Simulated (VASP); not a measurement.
# CdS (Fm-3m) in VASP: a series of runs, part 2 of 2

VASP 6.6.1. The steps go on from the part before.

### 3 Single point, r2SCAN

This run uses another cell than the first one, of 19.81 Å³/atom.

POSCAR

```
CdS
1.0
    0.0000000000      2.7060179974      2.7060179974
    2.7060179974      0.0000000000      2.7060179974
    2.7060179974      2.7060179974      0.0000000000
Cd S
1 1
Direct
    0.0000000000      0.0000000000      0.0000000000
    0.5000000000      0.5000000000      0.5000000000
```

INCAR.step1

```
PREC = Accurate
ENCUT = 700
ISMEAR = 0
SIGMA = 0.01
LREAL = False
LASPH = True
NELM = 120
NBANDS = 20
GGA = PE
ALGO = Normal
EDIFF = 1E-5
LWAVE = True
LCHARG = False
GGA_COMPAT = False
```

INCAR.step2

```
PREC = Accurate
ENCUT = 700
EDIFF = 1E-6
ISMEAR = 0
SIGMA = 0.01
LREAL = False
LASPH = True
NELM = 120
ALGO = Normal
ISIF = 2
LWAVE = False
LCHARG = False
METAGGA = R2SCAN
LMIXTAU = True
NBANDS = 20
ISTART = 1
GGA_COMPAT = False
```

KPOINTS

```
Automatic mesh
0
Gamma
  8 8 8
```

Potentials or basis: VASP PAW PBE potentials, release 64 (Cd_sv_GW, S).

On the command line:

```bash
$ cat potpaw_PBE.64/Cd_sv_GW/POTCAR potpaw_PBE.64/S/POTCAR > POTCAR
$ cp INCAR.step1 INCAR
$ mpirun -np 1 vasp_std > vasp.out
$ cp INCAR.step2 INCAR
$ mpirun -np 1 vasp_std > vasp.out
```

OUTCAR:

```text
PREC = Accurate
   ENCUT = 700
   EDIFF = 1E-6
   ISMEAR = 0
   LREAL = False
   LASPH = True
   NELM = 120
   ISIF = 2
   METAGGA = R2SCAN
   ISTART = 1

 ion  position               nearest neighbor table
   1  0.000  0.000  0.000-   2 2.71   2 2.71   2 2.71   2 2.71   2 2.71   2 2.71
   2  0.500  0.500  0.500-   1 2.71   1 2.71   1 2.71   1 2.71   1 2.71   1 2.71

  LATTYP: Found a face centered cubic cell.
 ALAT       =     5.4120359948

  Lattice vectors:

 A1 = (   0.0000000000,   2.7060179974,   2.7060179974)
 A2 = (   2.7060179974,   0.0000000000,   2.7060179974)
 A3 = (   2.7060179974,   2.7060179974,   0.0000000000)

Analysis of symmetry for initial positions (statically):
=====================================================================
 Subroutine PRICEL returns:
 Original cell was already a primitive cell.

 Routine SETGRP: Setting up the symmetry group for a
 face centered cubic supercell.

 Subroutine GETGRP returns: Found 48 space group operations
 (whereof 48 operations were pure point group operations)
 out of a pool of 48 trial point group operations.

The static configuration has the point symmetry O_h .

Analysis of symmetry for dynamics (positions and initial velocities):
=====================================================================
 Subroutine PRICEL returns:
 Original cell was already a primitive cell.

 Routine SETGRP: Setting up the symmetry group for a
 face centered cubic supercell.

 Subroutine GETGRP returns: Found 48 space group operations
 (whereof 48 operations were pure point group operations)
 out of a pool of 48 trial point group operations.

The dynamic configuration has the point symmetry O_h .

 Subroutine INISYM returns: Found 48 space group operations
 (whereof 48 operations are pure point group operations),
 and found     1 'primitive' translations

----------------------------------------------------------------------------------------

                                     Primitive cell
[... 108 lines left out ...]
   IALGO  =     38    algorithm
   IMIX   =      4    mixing-type and parameters
     AMIX     =   0.40;   BMIX     =  1.00
     AMIX_MAG =   1.60;   BMIX_MAG =  1.00
  volume/ion in A,a.u.               =      19.81       133.72
  Fermi-wavevector in a.u.,A,eV,Ry     =   1.422521  2.688174 27.532276  2.023565
  Thomas-Fermi vector in A             =   2.543216
   LORBIT       =      0    0 simple, 1 ext, 2 COOP (PROOUT), +10 PAW based schemes
   METAGGA = R2SCAN    functional components
   LHFCALC =     F    Hartree Fock is set to
   AEXX    =    0.0000 exact exchange contribution
   IVDW    =     0    specifies the selected vdW correction
   LEPSILON=     F    determine dielectric tensor
   LRPA    =     F    only Hartree local field effects (RPA)
 non-spin polarized calculation
 Gauss-broadening in eV      SIGMA  =   0.01
  energy-cutoff  :      700.00
  volume of cell :       39.63
 maximum number of plane-waves:      1700
 NGX is ok and might be reduce to    36
   NGX = 17   NGY = 17   NGZ = 17

 number of electron      25.9999997 magnetization

 Free energy of the ion-electron system (eV)
  ---------------------------------------------------
  ext. energy  EPLUGINS =         0.00000000
  ---------------------------------------------------
  free energy    TOTEN  =       -29.58518638 eV

  energy without entropy =      -29.58518638  energy(sigma->0) =      -29.58518638

 E-fermi :   5.2017     XC(G=0): -11.2817

 val. band max:        4.9145130968   @ k =   0.5000   0.0000   0.0000
 cond. band min:       5.6670266221   @ k =   0.5000   0.5000   0.0000
 fundamental gap:      0.7525135253
 Fermi energy:         5.2017271340

 k-point     1 :       0.0000    0.0000    0.0000
  band No.  band energies     occupation
      1     -99.5364      2.00000
      2     -59.7018      2.00000
      3     -59.7018      2.00000
      4     -59.7018      2.00000
      5      -8.5866      2.00000
      6      -3.0367      2.00000
[... 541 lines left out ...]
     19      18.1852      0.00000
     20      20.2674      0.00000

 [... further k-points ...]

------------------------ aborting loop because EDIFF is reached ----------------------------------------

  FORCE on cell =-STRESS in cart. coord.  units (eV):
  Direction    XX          YY          ZZ          XY          YZ          ZX
  --------------------------------------------------------------------------------------
  -------------------------------------------------------------------------------------
  Total        0.4673214      0.4673214      0.4673214     -0.0000000      0.0000000     -0.0000000
  in kB       18.8931437     18.8931437     18.8931437     -0.0000000      0.0000000     -0.0000000
  external PRESSURE =      18.8931437 kB  Pullay stress =       0.0000000 kB

 VOLUME and BASIS-vectors are now :
 -----------------------------------------------------------------------------
  energy-cutoff  :      700.00
  volume of cell :       39.63
      direct lattice vectors                 reciprocal lattice vectors
     0.000000000  2.706017997  2.706017997    -0.184773346  0.184773346  0.184773346
     2.706017997  0.000000000  2.706017997     0.184773346 -0.184773346  0.184773346
     2.706017997  2.706017997  0.000000000     0.184773346  0.184773346 -0.184773346

 POSITION                                       TOTAL-FORCE (eV/Angst)
 -----------------------------------------------------------------------------------
      0.00000      0.00000      0.00000        -0.000000      0.000000      0.000000
      2.70602      2.70602      2.70602         0.000000      0.000000     -0.000000
 -----------------------------------------------------------------------------------
    total drift:                               -0.000000      0.000000      0.000000

  FREE ENERGIE OF THE ION-ELECTRON SYSTEM (eV)
  ---------------------------------------------------
  free  energy   TOTEN  =       -29.5851863813 eV

  energy  without entropy=      -29.5851863813  energy(sigma->0) =      -29.58518638
```

OSZICAR.step1:

```text
N       E                     dE             d eps       ncg     rms          rms(c)
DAV:   1     0.482596612801E+03    0.48260E+03   -0.16983E+04  1172   0.205E+03
DAV:   2     0.398762161941E+02   -0.44272E+03   -0.41306E+03  1160   0.640E+02
DAV:   3    -0.449019813579E+01   -0.44366E+02   -0.43559E+02  1752   0.232E+02
DAV:   4    -0.642667011492E+01   -0.19365E+01   -0.19350E+01  1620   0.478E+01
DAV:   5    -0.650070760030E+01   -0.74037E-01   -0.74033E-01  1668   0.902E+00    0.173E+01
DAV:   6    -0.595548778944E+01    0.54522E+00   -0.12004E+00  1824   0.197E+01    0.130E+01
DAV:   7    -0.593580144968E+01    0.19686E-01   -0.37682E-01  1720   0.570E+00    0.563E+00
DAV:   8    -0.593309331157E+01    0.27081E-02   -0.34675E-02  1792   0.363E+00    0.433E-01
DAV:   9    -0.593252330268E+01    0.57001E-03   -0.39517E-03  1680   0.180E+00    0.728E-02
DAV:  10    -0.593253680868E+01   -0.13506E-04   -0.16221E-04  1840   0.187E-01    0.447E-02
DAV:  11    -0.593253991699E+01   -0.31083E-05   -0.17617E-05  1292   0.420E-02
   1 F= -.59325399E+01 E0= -.59325399E+01  d E =-.518947E-54
```

Run time: 2 min. Hardware: 1 thread of Intel Xeon Platinum 8259CL at 2.50GHz (Skylake/Cascade Lake), shared host; peak memory 0.24 GiB.

Results:

```yaml
Free_energy: -29.5852 eV
Pressure: 1.9 GPa
Band_gap_on_the_k_mesh: 0.75 eV (least direct gap 2.56 eV)
```

Caveat: semilocal functionals underestimate gaps, and a narrow one can read as zero; the PAW data sets were made with another functional, which shifts forces and pressure a little. A k mesh can miss the band edges.
